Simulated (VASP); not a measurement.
# ZnO (Fm-3m) in VASP: a series of runs

Runs on ZnO. Level: r2SCAN. Tasks: single point.

Everything below comes from runs of VASP 6.6.1. Logs are shortened: lines on timing, memory, paths and dates and some standing lists are left out, and cuts for length are marked.

## (1) The cell of the first run

It takes space group Fm-3m (No. 225, cubic). The conventional cell has a = 4.268 Å, b = 4.268 Å, c = 4.268 Å, α = 90.00°, β = 90.00°, γ = 90.00°. Within 2.8 Å of Zn (site symmetry m-3m) lie 6 O at 2.13 Å. O (site symmetry m-3m) has 6 Zn at 2.13 Å within 2.8 Å.

## (2) Single point, r2SCAN

The input, POSCAR:

```
ZnO
1.0
    0.0000000000      2.1337703831      2.1337703831
    2.1337703831      0.0000000000      2.1337703831
    2.1337703831      2.1337703831      0.0000000000
Zn O
1 1
Direct
    0.0000000000      0.0000000000      0.0000000000
    0.5000000000      0.5000000000      0.5000000000
```

The input, INCAR.step1:

```
SYSTEM = ZnO
PREC     = Accurate       ! precision mode
ENCUT    = 1480           ! plane-wave cutoff, eV
ISMEAR   = 0              ! smearing method
SIGMA    = 0.01           ! smearing width, eV
LREAL    = .False.        ! projectors in reciprocal space
LASPH    = .True.         ! aspherical terms in the spheres
NELM     = 120            ! most SCF steps
NBANDS   = 16             ! bands
GGA      = PE             ! functional
ALGO     = Normal         ! electronic algorithm
EDIFF    = 1E-5           ! SCF threshold, eV
LWAVE    = .True.         ! write WAVECAR
LCHARG   = .False.        ! write CHGCAR
GGA_COMPAT= .False.
```

The input, INCAR.step2:

```
SYSTEM = ZnO
PREC     = Accurate       ! precision mode
ENCUT    = 1480           ! plane-wave cutoff, eV
EDIFF    = 1E-6           ! SCF threshold, eV
ISMEAR   = 0              ! smearing method
SIGMA    = 0.01           ! smearing width, eV
LREAL    = .False.        ! projectors in reciprocal space
LASPH    = .True.         ! aspherical terms in the spheres
NELM     = 120            ! most SCF steps
ALGO     = Normal         ! electronic algorithm
ISIF     = 2              ! what is computed and relaxed
LWAVE    = .False.        ! write WAVECAR
LCHARG   = .False.        ! write CHGCAR
METAGGA  = R2SCAN         ! meta-GGA
LMIXTAU  = .True.       
NBANDS   = 16             ! bands
ISTART   = 1            
GGA_COMPAT= .False.
```

The input, KPOINTS:

```
Automatic mesh
0
Gamma
  8 8 8
  0 0 0
```

Potentials or basis: VASP PAW PBE potentials, release 64 (Zn, O_h).

The run is started by

```sh
> cat potpaw_PBE.64/Zn/POTCAR potpaw_PBE.64/O_h/POTCAR > POTCAR
> cp INCAR.step1 INCAR
> mpirun -np 1 vasp_std > vasp.out
> cp INCAR.step2 INCAR
> mpirun -np 1 vasp_std > vasp.out
```

OUTCAR:

```text
SYSTEM = ZnO
   PREC = Accurate
   ENCUT = 1480
   EDIFF = 1E-6
   ISMEAR = 0
   LREAL = .False.
   LASPH = .True.
   NELM = 120
   ISIF = 2
   METAGGA = R2SCAN
   ISTART = 1

 ion  position               nearest neighbor table
   1  0.000  0.000  0.000-   2 2.13   2 2.13   2 2.13   2 2.13   2 2.13   2 2.13
   2  0.500  0.500  0.500-   1 2.13   1 2.13   1 2.13   1 2.13   1 2.13   1 2.13

  LATTYP: Found a face centered cubic cell.
 ALAT       =     4.2675407662

  Lattice vectors:

 A1 = (   0.0000000000,   2.1337703831,   2.1337703831)
 A2 = (   2.1337703831,   0.0000000000,   2.1337703831)
 A3 = (   2.1337703831,   2.1337703831,   0.0000000000)

Analysis of symmetry for initial positions (statically):
=====================================================================
 Subroutine PRICEL returns:
 Original cell was already a primitive cell.

 Routine SETGRP: Setting up the symmetry group for a
 face centered cubic supercell.

 Subroutine GETGRP returns: Found 48 space group operations
 (whereof 48 operations were pure point group operations)
 out of a pool of 48 trial point group operations.

The static configuration has the point symmetry O_h .

Analysis of symmetry for dynamics (positions and initial velocities):
=====================================================================
 Subroutine PRICEL returns:
 Original cell was already a primitive cell.

 Routine SETGRP: Setting up the symmetry group for a
 face centered cubic supercell.

 Subroutine GETGRP returns: Found 48 space group operations
 (whereof 48 operations were pure point group operations)
 out of a pool of 48 trial point group operations.

The dynamic configuration has the point symmetry O_h .

 Subroutine INISYM returns: Found 48 space group operations
 (whereof 48 operations are pure point group operations),
 and found     1 'primitive' translations

----------------------------------------------------------------------------------------

                                     Primitive cell

  volume of cell :      19.4300

  direct lattice vectors                    reciprocal lattice vectors
     0.000000000  2.133770383  2.133770383    -0.234326994  0.234326994  0.234326994
     2.133770383  0.000000000  2.133770383     0.234326994 -0.234326994  0.234326994
     2.133770383  2.133770383  0.000000000     0.234326994  0.234326994 -0.234326994

  length of vectors
     3.017607015  3.017607015  3.017607015     0.405866259  0.405866259  0.405866259

  position of ions in fractional coordinates (direct lattice)
     0.000000000  0.000000000  0.000000000
     0.500000000  0.500000000  0.500000000

[... 79 lines left out ...]
   NSW    =      0    number of steps for IOM
   IBRION =     -1    ionic relax: 0-MD 1-quasi-New 2-CG
   NFREE  =      0    steps in history (QN), initial steepest desc. (CG)
   ISIF   =      2    stress and relaxation
   ISYM   =      2    0-nonsym 1-usesym 2-fastsym
   POTIM  = 0.5000    time-step for ionic-motion
   TEBEG  =    0.0;   TEEND  =   0.0 temperature during run
   PSTRESS=    0.0 pullay stress
   NELECT =      18.0000    total number of electrons
   NUPDOWN=      -1.0000    fix difference up-down
   EMIN   =  10.00;   EMAX   =-10.00  energy-range for DOS
   EFERMI =   0.00;   METHOD = LEGACY
   ISMEAR =     0;   SIGMA  =   0.01  broadening in eV -4-tet -1-fermi 0-gaus
   EFERMI_NEDOS =   21; number of points for ismear=-14 and -15
   IALGO  =     38    algorithm
   IMIX   =      4    mixing-type and parameters
     AMIX     =   0.40;   BMIX     =  1.00
     AMIX_MAG =   1.60;   BMIX_MAG =  1.00
  volume/ion in A,a.u.               =       9.72        65.56
  Fermi-wavevector in a.u.,A,eV,Ry     =   1.595908  3.015830 34.653003  2.546924
  Thomas-Fermi vector in A             =   2.693754
   LORBIT       =      0    0 simple, 1 ext, 2 COOP (PROOUT), +10 PAW based schemes
   METAGGA = R2SCAN    functional components
   LHFCALC =     F    Hartree Fock is set to
   AEXX    =    0.0000 exact exchange contribution
   IVDW    =     0    specifies the selected vdW correction
   LEPSILON=     F    determine dielectric tensor
   LRPA    =     F    only Hartree local field effects (RPA)
 non-spin polarized calculation
 Gauss-broadening in eV      SIGMA  =   0.01
  energy-cutoff  :     1480.00
  volume of cell :       19.43
 maximum number of plane-waves:      2565
 NGX is ok and might be reduce to    40
   NGX = 19   NGY = 19   NGZ = 19

 number of electron      18.0000000 magnetization

 Free energy of the ion-electron system (eV)
  ---------------------------------------------------
  ext. energy  EPLUGINS =         0.00000000
  ---------------------------------------------------
  free energy    TOTEN  =       -17.96638541 eV

  energy without entropy =      -17.96638541  energy(sigma->0) =      -17.96638541

 E-fermi :   3.0116     XC(G=0): -13.1300

 val. band max:        2.8464811076   @ k =   0.5000   0.0000   0.0000
 cond. band min:       4.3971954979   @ k =   0.0000   0.0000   0.0000
 fundamental gap:      1.5507143903
 Fermi energy:         3.0115637485

 k-point     1 :       0.0000    0.0000    0.0000
  band No.  band energies     occupation
      1     -16.7598      2.00000
      2      -2.0642      2.00000
      3      -2.0642      2.00000
      4      -2.0642      2.00000
      5      -1.8754      2.00000
      6      -1.8754      2.00000
[... 433 lines left out ...]
      3      -2.9715      2.00000
      4      -2.9043      2.00000
      5      -1.6730      2.00000
      6      -1.6427      2.00000
[... 8 lines left out ...]
     15      25.6267      0.00000
     16      30.3855      0.00000

 [... further k-points ...]

------------------------ aborting loop because EDIFF is reached ----------------------------------------

  FORCE on cell =-STRESS in cart. coord.  units (eV):
  Direction    XX          YY          ZZ          XY          YZ          ZX
  --------------------------------------------------------------------------------------
  -------------------------------------------------------------------------------------
  Total        0.1499624      0.1499624      0.1499624      0.0000000      0.0000000      0.0000000
  in kB       12.3657326     12.3657326     12.3657326      0.0000000      0.0000000      0.0000000
  external PRESSURE =      12.3657326 kB  Pullay stress =       0.0000000 kB

 VOLUME and BASIS-vectors are now :
 -----------------------------------------------------------------------------
  energy-cutoff  :     1480.00
  volume of cell :       19.43
      direct lattice vectors                 reciprocal lattice vectors
     0.000000000  2.133770383  2.133770383    -0.234326994  0.234326994  0.234326994
     2.133770383  0.000000000  2.133770383     0.234326994 -0.234326994  0.234326994
     2.133770383  2.133770383  0.000000000     0.234326994  0.234326994 -0.234326994

 POSITION                                       TOTAL-FORCE (eV/Angst)
 -----------------------------------------------------------------------------------
      0.00000      0.00000      0.00000         0.000000     -0.000000     -0.000000
      2.13377      2.13377      2.13377        -0.000000      0.000000      0.000000
 -----------------------------------------------------------------------------------
    total drift:                                0.000000     -0.000000     -0.000000

  FREE ENERGIE OF THE ION-ELECTRON SYSTEM (eV)
  ---------------------------------------------------
  free  energy   TOTEN  =       -17.9663854147 eV

  energy  without entropy=      -17.9663854147  energy(sigma->0) =      -17.96638541
```

OUTCAR.step1:

```text
SYSTEM = ZnO
   PREC = Accurate
   ENCUT = 1480
   ISMEAR = 0
   LREAL = .False.
   LASPH = .True.
[... 678 lines left out ...]
      0.00000      0.00000      0.00000         0.000000      0.000000     -0.000000
      2.13377      2.13377      2.13377        -0.000000      0.000000      0.000000
 -----------------------------------------------------------------------------------
    total drift:                                0.000000     -0.000000     -0.000000

  FREE ENERGIE OF THE ION-ELECTRON SYSTEM (eV)
  ---------------------------------------------------
  free  energy   TOTEN  =        -8.6122560917 eV

  energy  without entropy=       -8.6122560917  energy(sigma->0) =       -8.61225609
```

Wall time 95 s (1 thread of AMD EPYC 9R45 (Zen 5), shared host); peak memory 0.25 GiB.

What came out:

| Item | Value |
| --- | --- |
| Free energy | -17.9664 eV |
| Pressure | 1.2 GPa |
| Band gap on the k mesh | 1.55 eV (least direct gap 2.99 eV) |

Levels at points of the mesh, in eV from the valence-band top:
```csv
k point,band 5,band 6,band 7,band 8,band 9,band 10,band 11,band 12,band 13,band 14
"(0.00, 0.00, 0.00)",-4.72,-4.72,-1.44,-1.44,-1.44,1.55,18.85,18.85,18.85,19.31
"(0.50, 0.00, 0.00)",-4.50,-4.50,-3.64,0.00,0.00,6.20,10.06,13.80,13.80,20.38
"(0.50, 0.50, 0.00)",-4.38,-4.38,-4.09,-2.90,-2.90,5.04,11.70,11.97,16.66,16.66
```

Caveat: the structure was generated, so it needn't be the stable form of ZnO; the PAW data sets were made with another functional, which shifts forces and pressure a little.

## (3) Single point, r2SCAN

POSCAR is that of step 2.

The input, INCAR.step1:

```
PREC = Accurate
ENCUT = 1480
ISMEAR = 0
SIGMA = 0.01
LREAL = False
LASPH = True
NELM = 120
NBANDS = 16
GGA = PE
ALGO = Normal
EDIFF = 1E-5
LWAVE = True
LCHARG = False
GGA_COMPAT = False
```

The input, INCAR.step2:

```
PREC = Accurate
ENCUT = 1480
EDIFF = 1E-6
ISMEAR = 0
SIGMA = 0.01
LREAL = False
LASPH = True
NELM = 120
ALGO = Normal
ISIF = 2
LWAVE = False
LCHARG = True
METAGGA = R2SCAN
LMIXTAU = True
LELF = True
LVHAR = True
NBANDS = 16
ISTART = 1
GGA_COMPAT = False
```

The input, KPOINTS:

```
Automatic mesh
0
Gamma
  8 8 8
```

Potentials or basis: VASP PAW PBE potentials, release 64 (Zn, O_h).

The run is started by

```sh
> cat potpaw_PBE.64/Zn/POTCAR potpaw_PBE.64/O_h/POTCAR > POTCAR
> cp INCAR.step1 INCAR
> mpirun -np 1 vasp_std > vasp.out
> cp INCAR.step2 INCAR
> mpirun -np 1 vasp_std > vasp.out
```

Run time: 2.7 min. Hardware: 1 thread of Intel Xeon Platinum 8375C at 2.90GHz (Ice Lake), shared host; peak memory 0.29 GiB.

It converged, with:

```
Free energy            : -17.9664 eV
Pressure               : 1.2 GPa
Band gap on the k mesh : 1.55 eV (least direct gap 2.99 eV)
```

Levels at points of the mesh, in eV from the valence-band top:
```
           k point  band 7  band 8  band 9  band 10  band 11  band 12
(0.00, 0.00, 0.00)   -1.44   -1.44   -1.44     1.55    18.85    18.85
(0.50, 0.00, 0.00)   -3.64    0.00    0.00     6.20    10.06    13.80
(0.50, 0.50, 0.00)   -4.09   -2.90   -2.90     5.04    11.70    11.97
```

Caveat: the structure was generated, so it needn't be the stable form of ZnO; the PAW data sets were made with another functional, which shifts forces and pressure a little. A k mesh can miss the band edges.
